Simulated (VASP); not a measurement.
# Fe (Im-3m) in VASP: further runs

Runs on Fe. Level: PBE+U. Tasks: single point.

Everything below comes from runs of VASP 6.6.1. Logs are shortened: lines on timing, memory, paths and dates and some standing lists are left out, and cuts for length are marked.

### Step 1. The cell of the first run

It takes space group Im-3m (No. 229, cubic). Conventional cell: a = 2.861 Å, b = 2.861 Å, c = 2.861 Å, α = 90.00°, β = 90.00°, γ = 90.00°. Fe (site symmetry m-3m) has 14 Fe at 2.48 to 2.86 Å within 3.3 Å.

### Step 2. Single point, PBE+U, collinear spin, zero start

File INCAR:

```
ALGO = Normal
EDIFF = 1E-6
ENCUT = 690
GGA = PE
GGA_COMPAT = F
ISIF = 2
ISMEAR = -1
ISPIN = 2
LASPH = T
LCHARG = T
LDAU = T
LDAUJ = 0
LDAUL = 2
LDAUPRINT = 1
LDAUTYPE = 2
LDAUU = 5.3
LELF = T
LMAXMIX = 4
LORBIT = 11
LREAL = F
LVHAR = T
LWAVE = F
MAGMOM = 0
NBANDS = 18
NELM = 200
NUPDOWN = 0.0
PREC = Accurate
SIGMA = 0.05
```

File KPOINTS:

```
k-points
0
Gamma
  12 12 12
```

File POSCAR:

```
Fe
1.0
   -1.4304000000      1.4304000000      1.4304000000
    1.4304000000     -1.4304000000      1.4304000000
    1.4304000000      1.4304000000     -1.4304000000
Fe
1
Direct
    0.0000000000      0.0000000000      0.0000000000
```

Potentials or basis: VASP PAW PBE potentials, release 64 (Fe_sv).

The run is started by

```
> cat potpaw_PBE.64/Fe_sv/POTCAR > POTCAR
> mpirun -np 1 vasp_std > vasp.out
```

OUTCAR:

```text
EDIFF = 1E-6
   ENCUT = 690
   GGA = PE
   ISIF = 2
   ISMEAR = -1
   ISPIN = 2
   LASPH = T
   LORBIT = 11
   LREAL = F
   NELM = 200
   NUPDOWN = 0.0
   PREC = Accurate

 ion  position               nearest neighbor table
   1  0.000  0.000  0.000-

  LATTYP: Found a body centered cubic cell.
 ALAT       =     2.8608000000

  Lattice vectors:

 A1 = (  -1.4304000000,   1.4304000000,   1.4304000000)
 A2 = (   1.4304000000,  -1.4304000000,   1.4304000000)
 A3 = (   1.4304000000,   1.4304000000,  -1.4304000000)

Analysis of symmetry for initial positions (statically):
=====================================================================
 Subroutine PRICEL returns:
 Original cell was already a primitive cell.

 Routine SETGRP: Setting up the symmetry group for a
 body centered cubic supercell.

 Subroutine GETGRP returns: Found 48 space group operations
 (whereof 48 operations were pure point group operations)
 out of a pool of 48 trial point group operations.

The static configuration has the point symmetry O_h .

Analysis of symmetry for dynamics (positions and initial velocities):
=====================================================================
 Subroutine PRICEL returns:
 Original cell was already a primitive cell.

 Routine SETGRP: Setting up the symmetry group for a
 body centered cubic supercell.

 Subroutine GETGRP returns: Found 48 space group operations
 (whereof 48 operations were pure point group operations)
 out of a pool of 48 trial point group operations.

The dynamic configuration has the point symmetry O_h .

Analysis of structural, dynamic, and magnetic symmetry:
=====================================================================
 Subroutine PRICEL returns:
 Original cell was already a primitive cell.

 Routine SETGRP: Setting up the symmetry group for a
 body centered cubic supercell.

 Subroutine GETGRP returns: Found 48 space group operations
[... 157 lines left out ...]
spin component  2

  0.7836 -0.0000 -0.0000  0.0000  0.0000
 -0.0000  0.7836 -0.0000 -0.0000 -0.0000
 -0.0000 -0.0000  0.2198  0.0000 -0.0000
  0.0000 -0.0000  0.0000  0.7836  0.0000
  0.0000 -0.0000 -0.0000  0.0000  0.2198

 occupancies and eigenvectors

  o =  0.2198  v =  0.0000  0.0000 -1.0000  0.0000 -0.0091  0.0000  0.0000  0.0000  0.0000  0.0000      0.0000  0.0000  0.0000  0.0000  0.0000  0.0000  0.0000  0.0000  0.0000  0.0000
  o =  0.2198  v =  0.0000  0.0000  0.0091 -0.0000 -1.0000  0.0000  0.0000  0.0000  0.0000  0.0000      0.0000  0.0000  0.0000  0.0000  0.0000  0.0000  0.0000  0.0000  0.0000  0.0000
  o =  0.2198  v =  0.0000  0.0000  0.0000  0.0000  0.0000  0.0000 -0.0000 -1.0000 -0.0000  0.0010      0.0000  0.0000  0.0000  0.0000  0.0000  0.0000  0.0000  0.0000  0.0000  0.0000
  o =  0.2198  v =  0.0000  0.0000  0.0000  0.0000  0.0000  0.0000  0.0000 -0.0010  0.0000 -1.0000      0.0000  0.0000  0.0000  0.0000  0.0000  0.0000  0.0000  0.0000  0.0000  0.0000
  o =  0.7836  v =  0.0000  0.0000  0.0000  0.0000  0.0000  1.0000  0.0000  0.0000  0.0000  0.0000      0.0000  0.0000  0.0000  0.0000  0.0000  0.0000  0.0000  0.0000  0.0000  0.0000
  o =  0.7836  v =  0.0000  0.0000  0.0000  0.0000  0.0000  0.0000 -0.4787 -0.0000  0.8780  0.0000      0.0000  0.0000  0.0000  0.0000  0.0000  0.0000  0.0000  0.0000  0.0000  0.0000
  o =  0.7836  v =  0.0000  0.0000  0.0000  0.0000  0.0000  0.0000 -0.8780  0.0000 -0.4787 -0.0000      0.0000  0.0000  0.0000  0.0000  0.0000  0.0000  0.0000  0.0000  0.0000  0.0000
  o =  0.7836  v =  1.0000  0.0000  0.0000  0.0000  0.0000  0.0000  0.0000  0.0000  0.0000  0.0000      0.0000  0.0000  0.0000  0.0000  0.0000  0.0000  0.0000  0.0000  0.0000  0.0000
  o =  0.7836  v =  0.0000  0.9717 -0.0000 -0.2362  0.0000  0.0000  0.0000  0.0000  0.0000  0.0000      0.0000  0.0000  0.0000  0.0000  0.0000  0.0000  0.0000  0.0000  0.0000  0.0000
  o =  0.7836  v =  0.0000 -0.2362 -0.0000 -0.9717  0.0000  0.0000  0.0000  0.0000  0.0000  0.0000      0.0000  0.0000  0.0000  0.0000  0.0000  0.0000  0.0000  0.0000  0.0000  0.0000

 number of electron      15.9999994 magnetization       0.0000000

 Free energy of the ion-electron system (eV)
  ---------------------------------------------------
  ext. energy  EPLUGINS =         0.00000000
  ---------------------------------------------------
  free energy    TOTEN  =        -1.73022494 eV

  energy without entropy =       -1.71559732  energy(sigma->0) =       -1.72291113

 E-fermi :  12.0528     XC(G=0): -13.5148

 val. band max:       12.0182294342   @ k =   0.2500   0.0833   0.0833
 cond. band min:      12.0612916865   @ k =  -0.4167   0.5000   0.0833
 fundamental gap:      0.0430622522
 Fermi energy:        12.0527657563

 spin component 1

 k-point     1 :       0.0000    0.0000    0.0000
  band No.  band energies     occupation
      1     -74.9455      1.00000
      2     -40.7864      1.00000
      3     -40.7864      1.00000
      4     -40.7864      1.00000
      5       3.3876      1.00000
      6       9.1825      1.00000
[... 1001 lines left out ...]
     17      49.8335      0.00000
     18      51.8101      0.00000

 [... further k-points ...]

------------------------ aborting loop because EDIFF is reached ----------------------------------------

  FORCE on cell =-STRESS in cart. coord.  units (eV):
  Direction    XX          YY          ZZ          XY          YZ          ZX
  --------------------------------------------------------------------------------------
  -------------------------------------------------------------------------------------
  Total        0.2613159      0.2613159      0.2613159      0.0000000     -0.0000000      0.0000000
  in kB       35.7638238     35.7638238     35.7638238      0.0000000     -0.0000000      0.0000000
  external PRESSURE =      35.7638238 kB  Pullay stress =       0.0000000 kB

 VOLUME and BASIS-vectors are now :
 -----------------------------------------------------------------------------
  energy-cutoff  :      690.00
  volume of cell :       11.71
      direct lattice vectors                 reciprocal lattice vectors
    -1.430400000  1.430400000  1.430400000     0.000000000  0.349552573  0.349552573
     1.430400000 -1.430400000  1.430400000     0.349552573  0.000000000  0.349552573
     1.430400000  1.430400000 -1.430400000     0.349552573  0.349552573  0.000000000

 POSITION                                       TOTAL-FORCE (eV/Angst)
 -----------------------------------------------------------------------------------
      0.00000      0.00000      0.00000         0.000000      0.000000     -0.000000
 -----------------------------------------------------------------------------------
    total drift:                                0.000000      0.000000      0.000000

  FREE ENERGIE OF THE ION-ELECTRON SYSTEM (eV)
  ---------------------------------------------------
  free  energy   TOTEN  =        -1.7302249426 eV

  energy  without entropy=       -1.7155973224  energy(sigma->0) =       -1.72291113

 total charge

# of ion       s       p       d       tot
------------------------------------------
    1        2.179   6.036   5.552  13.767

 magnetization (x)

# of ion       s       p       d       tot
------------------------------------------
    1        0.000   0.000  -0.000  -0.000
```

OSZICAR:

```text
N       E                     dE             d eps       ncg     rms          rms(c)
DAV:   1     0.226641707440E+03    0.22664E+03   -0.10262E+04  5372   0.159E+03
DAV:   2     0.688308349016E+01   -0.21976E+03   -0.20372E+03  5212   0.442E+02
DAV:   3    -0.240321716919E+01   -0.92863E+01   -0.90962E+01  6106   0.110E+02
[... 11 lines left out ...]
DAV:  15    -0.173019492480E+01   -0.59295E-04   -0.61417E-04  5774   0.248E-01    0.260E-02
DAV:  16    -0.172981522881E+01    0.37970E-03   -0.30703E-04  6494   0.145E-01    0.808E-02
DAV:  17    -0.173019624297E+01   -0.38101E-03   -0.27987E-04  6010   0.163E-01    0.194E-02
DAV:  18    -0.173021934225E+01   -0.23099E-04   -0.79866E-05  6274   0.675E-02    0.784E-03
DAV:  19    -0.173022448012E+01   -0.51379E-05   -0.35554E-06  5292   0.200E-02    0.455E-03
DAV:  20    -0.173022494256E+01   -0.46244E-06   -0.10418E-07  2828   0.325E-03
   1 F= -.17302249E+01 E0= -.17229111E+01  d E =-.146276E-01  mag=    -0.0000
```

stdout:

```text
POSCAR found type information on POSCAR Fe
 POSCAR found :  1 types and       1 ions
 scaLAPACK will be used
 LDA part: xc-table for (Slater+PW92), standard interpolation
 POSCAR, INCAR and KPOINTS ok, starting setup
 FFT: planning ... GRIDC
 FFT: planning ... GRID_SOFT
 FFT: planning ... GRID
 WAVECAR not read
 entering main loop
```

Run time: 22 s. Hardware: 1 thread of Intel Xeon 6975P-C (Granite Rapids), shared host; peak memory 0.17 GiB.

What came out:

| Item | Value |
| --- | --- |
| Free energy | -1.7302 eV |
| Pressure | 3.6 GPa |
| Net moment | 0.00 μB per cell |
| Valence electrons inside the program's atomic spheres | Fe 13.77 |

Eigenvalues of the final occupation matrices:
```tsv
site	spin	trace	eigenvalues
site 1 d	1	2.79	0.22 0.22 0.78 0.78 0.78
site 1 d	2	2.79	0.22 0.22 0.78 0.78 0.78
```

Caveat: the cell stands under pressure; the total moment is fixed, so each spin has its own Fermi level; the U is typed as a test and isn't derived for this compound.

### Step 3. Single point, PBE+U, collinear spin, ferromagnetic start

File INCAR:

```
SYSTEM = Fe
  ALGO = Normal
  EDIFF = 1E-6
  ENCUT = 690
  GGA = PE
  GGA_COMPAT = .FALSE.
  ISIF = 2
  ISMEAR = -1
  ISPIN = 2
  LASPH = .TRUE.
  LCHARG = .TRUE.
  LDAU = .TRUE.
  LDAUJ = 0
  LDAUL = 2
  LDAUPRINT = 1
  LDAUTYPE = 2
  LDAUU = 5.3
  LELF = .TRUE.
  LMAXMIX = 4
  LORBIT = 11
  LREAL = .FALSE.
  LVHAR = .TRUE.
  LWAVE = .FALSE.
  MAGMOM = 1.23
  NBANDS = 18
  NELM = 200
  NUPDOWN = 1.23
  PREC = Accurate
  SIGMA = 0.05
```

File KPOINTS:

```
k-points
0
G
  12 12 12
  0 0 0
```

POSCAR is that of step 2.

Potentials or basis: VASP PAW PBE potentials, release 64 (Fe_sv).

The run is started by

```
> cat potpaw_PBE.64/Fe_sv/POTCAR > POTCAR
> mpirun -np 1 vasp_std > vasp.out
```

OUTCAR:

```text
SYSTEM = Fe
   EDIFF = 1E-6
   ENCUT = 690
   GGA = PE
   ISIF = 2
   ISMEAR = -1
   ISPIN = 2
   LASPH = .TRUE.
   LORBIT = 11
   LREAL = .FALSE.
   NELM = 200
   NUPDOWN = 1.23
   PREC = Accurate

 ion  position               nearest neighbor table
   1  0.000  0.000  0.000-

  LATTYP: Found a body centered cubic cell.
 ALAT       =     2.8608000000

[... 1254 lines left out ...]
  FORCE on cell =-STRESS in cart. coord.  units (eV):
  Direction    XX          YY          ZZ          XY          YZ          ZX
  --------------------------------------------------------------------------------------
  -------------------------------------------------------------------------------------
  Total       -0.2833400     -0.2833400     -0.2833400     -0.0000000      0.0000000     -0.0000000
  in kB      -38.7780444    -38.7780444    -38.7780444     -0.0000000      0.0000000     -0.0000000
  external PRESSURE =     -38.7780444 kB  Pullay stress =       0.0000000 kB

 VOLUME and BASIS-vectors are now :
 -----------------------------------------------------------------------------
  energy-cutoff  :      690.00
  volume of cell :       11.71
      direct lattice vectors                 reciprocal lattice vectors
    -1.430400000  1.430400000  1.430400000     0.000000000  0.349552573  0.349552573
     1.430400000 -1.430400000  1.430400000     0.349552573  0.000000000  0.349552573
     1.430400000  1.430400000 -1.430400000     0.349552573  0.349552573  0.000000000

 POSITION                                       TOTAL-FORCE (eV/Angst)
 -----------------------------------------------------------------------------------
      0.00000      0.00000      0.00000         0.000000      0.000000      0.000000
 -----------------------------------------------------------------------------------
    total drift:                                0.000000      0.000000      0.000000

  FREE ENERGIE OF THE ION-ELECTRON SYSTEM (eV)
  ---------------------------------------------------
  free  energy   TOTEN  =        -2.7266944785 eV

  energy  without entropy=       -2.7185615151  energy(sigma->0) =       -2.72262800

 total charge

# of ion       s       p       d       tot
------------------------------------------
    1        2.183   6.031   5.567  13.781

 magnetization (x)

# of ion       s       p       d       tot
------------------------------------------
    1       -0.004  -0.022   1.391   1.364
```

stdout:

```text
POSCAR found type information on POSCAR Fe
 POSCAR found :  1 types and       1 ions
 scaLAPACK will be used
 LDA part: xc-table for (Slater+PW92), standard interpolation
 POSCAR, INCAR and KPOINTS ok, starting setup
 FFT: planning ... GRIDC
 FFT: planning ... GRID_SOFT
 FFT: planning ... GRID
 WAVECAR not read
 entering main loop
```

Run time: 32 s. Hardware: 1 thread of AMD EPYC 9R45 (Zen 5), shared host; peak memory 0.14 GiB.

Results:

| Item | Value |
| --- | --- |
| Free energy | -2.7267 eV |
| Pressure | -3.9 GPa |
| Net moment | 1.23 μB per cell |
| Site moments | Fe +1.36 μB |
| Valence electrons inside the program's atomic spheres | Fe 13.78 |

Eigenvalues of the final occupation matrices:
| site | spin | trace | eigenvalues |
| --- | --- | --- | --- |
| site 1 d | 1 | 3.50 | 0.59 0.59 0.59 0.86 0.86 |
| site 1 d | 2 | 2.10 | 0.11 0.11 0.63 0.63 0.63 |

Caveat: the cell stands under tension; the total moment is fixed, so each spin has its own Fermi level and the state may be an excited one; the U is typed as a test and isn't derived for this compound.

### Step 4. Single point, PBE+U, collinear spin, ferromagnetic start

File INCAR:

```
PREC     = Accurate       # precision mode
ENCUT    = 690            # plane-wave cutoff, eV
EDIFF    = 1E-6           # SCF threshold, eV
ISMEAR   = -1             # smearing method
SIGMA    = 0.05           # smearing width, eV
LREAL    = F              # projectors in reciprocal space
LASPH    = T              # aspherical terms in the spheres
NELM     = 200            # most SCF steps
ALGO     = Normal         # electronic algorithm
ISIF     = 2              # what is computed and relaxed
LWAVE    = F              # write WAVECAR
LCHARG   = F              # write CHGCAR
ISPIN    = 2              # spin polarisation
MAGMOM   = 3.06           # initial moments
LORBIT   = 11             # projections on sites
NUPDOWN  = 3.06           # fixed moment
LMAXMIX  = 4              # l up to which the mixer works
LDAU     = T              # DFT+U
LDAUTYPE = 2            
LDAUL    = 2              # shell
LDAUU    = 5.3            # U, eV
LDAUJ    = 0            
LDAUPRINT= 1            
GGA      = PE             # functional
NBANDS   = 18             # bands
GGA_COMPAT= F
```

File KPOINTS:

```
Automatic mesh
0
Gamma
  12 12 12
```

POSCAR is that of step 3.

The run is started by

```
> cat potpaw_PBE.64/Fe_sv/POTCAR > POTCAR
> mpirun -np 1 vasp_std > vasp.out
```

Wall time 30 s (1 thread of AMD EPYC 9R45 (Zen 5), shared host); peak memory 0.13 GiB.

It converged, with:

```yaml
Free_energy: -4.0218 eV
Pressure: 25.3 GPa
Net_moment: 3.06 μB per cell
Site_moments: Fe +3.23 μB
Valence_electrons_inside_the_program's_atomic_spheres: Fe 13.72
```

Eigenvalues of the final occupation matrices:
| site | spin | trace | eigenvalues |
| --- | --- | --- | --- |
| site 1 d | 1 | 4.38 | 0.87 0.87 0.87 0.88 0.88 |
| site 1 d | 2 | 1.12 | 0.16 0.16 0.27 0.27 0.27 |

Caveat: the cell stands under pressure; the total moment is fixed, so each spin has its own Fermi level and the state may be an excited one; the U is typed as a test and isn't derived for this compound. The state reached can hang on the start; a lower one may exist.

### Step 5. Overview

```tsv
spin	fixed moment (μB)	pressure (GPa)	moment (μB)
collinear, zero start	0.0	3.6	0.00
collinear, ferromagnetic start	1.23	-3.9	1.23
collinear, ferromagnetic start	3.06	25.3	3.06
```

Alike in all rows: task single point; level PBE+U; potentials or basis VASP PAW PBE potentials, release 64 (Fe_sv); Fe d U = 5.3 eV; cell as given; k mesh 12 × 12 × 12; cutoff (eV) 690; smearing fermi-dirac 0.05 eV.

Caveats: the U is typed as a test and isn't derived for this compound; the cell stands under pressure (at least some runs); the total moment is fixed, so each spin has its own Fermi level and the state may be an excited one (at least some runs); the total moment is fixed, so each spin has its own Fermi level (at least some runs); the cell stands under tension (at least some runs).

Absolute energies hang on the potentials; compare differences alone.
